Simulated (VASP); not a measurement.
## CaO: density of states with RPBE

CaO:

```
Ca O
1.0
     0.00000    2.40356    2.40356
     2.40356    0.00000    2.40356
     2.40356    2.40356    0.00000
Ca O
1 1
Direct
  0.00000 0.00000 0.00000
  0.50000 0.50000 0.50000
```

```json
{"Program": "VASP 6.6.1", "Task": "density of states", "Functional": "RPBE", "Potentials or basis": "VASP PAW PBE potentials, release 64 (Ca_sv, O)", "Cutoff": "520 eV", "k mesh": "6 × 6 × 6", "Occupations": "fermi-dirac, width 0.05 eV", "Spin": "no spin polarisation", "Dipole correction": "no", "k mesh for the DOS": "9 × 9 × 9", "Occupations for the DOS": "tetrahedron", "Further INCAR settings": "ALGO = Normal; EDIFF = 1e-07"}
```

```yaml
Valence_electrons_inside_the_program's_atomic_spheres: Ca 8.22; O 5.02
```

Levels at points of the mesh, in eV from the valence-band top:
| k point | band 6 | band 7 | band 8 | band 9 | band 10 | band 11 |
| --- | --- | --- | --- | --- | --- | --- |
| (0.00, 0.00, 0.00) | 0.00 | 0.00 | 0.00 | 4.86 | 6.29 | 6.29 |

It took 15 s on 1 thread of Intel(R) Xeon(R) Platinum 8375C CPU @ 2.90GHz (Ice Lake) (shared host), peak memory 0.15 GiB.
